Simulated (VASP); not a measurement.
The system is SiWSN2.

```
CELL_PARAMETERS angstrom
3.59853 0.00000 0.00000
0.00000 3.59853 0.00000
0.00000 0.00000 4.40639
ATOMIC_POSITIONS crystal
Si 0.00000 0.00000 0.00000
W 0.50000 0.50000 0.50000
S 0.00000 0.00000 0.50000
N 0.50000 0.00000 0.00000
N 0.00000 0.50000 0.00000
```

| Quantity | Value |
| --- | --- |
| Program | VASP 6.6.1 |
| Task | relaxation of cell and atoms |
| Functional | PBE |
| Potentials or basis | VASP PAW PBE potentials, release 64 (Si, W_sv, S, N) |
| Cutoff | 600 eV |
| k mesh | 6 × 6 × 4 |
| Occupations | gaussian, width 0.1 eV |
| Spin | no spin polarisation |

At the start: pressure -0.3 GPa; volume 11.41 Å³/atom.

Task: Where does the relaxation end?

Result: Over 5 steps the energy falls by 5.7 meV/atom and the volume is 11.52 Å³/atom (+1.0 %); space group P4/mmm (No. 123, to 0.05 Å).

The path:
| step | energy change (eV) | largest force (eV/Å) | pressure (GPa) | volume (Å³) |
| --- | --- | --- | --- | --- |
| 1 | 0.0000 | 0.0000 | -0.28 | 57.06 |
| 2 | -0.0179 | 0.0000 | 1.07 | 56.89 |
| 3 | -0.0218 | 0.0000 | 2.24 | 56.76 |
| 4 | -0.0284 | 0.0000 | -0.67 | 57.74 |
| 5 | -0.0285 | 0.0000 | -0.33 | 57.62 |

Final structure:
```
Si W S N
1.0
     3.55882    0.00000    0.00000
     0.00000    3.55882    0.00000
     0.00000    0.00000    4.54924
Si W S N
1 1 1 2
Direct
  0.00000 0.00000 0.00000
  0.50000 0.50000 0.50000
  0.00000 0.00000 0.50000
  0.50000 0.00000 0.00000
  0.00000 0.50000 0.00000
```
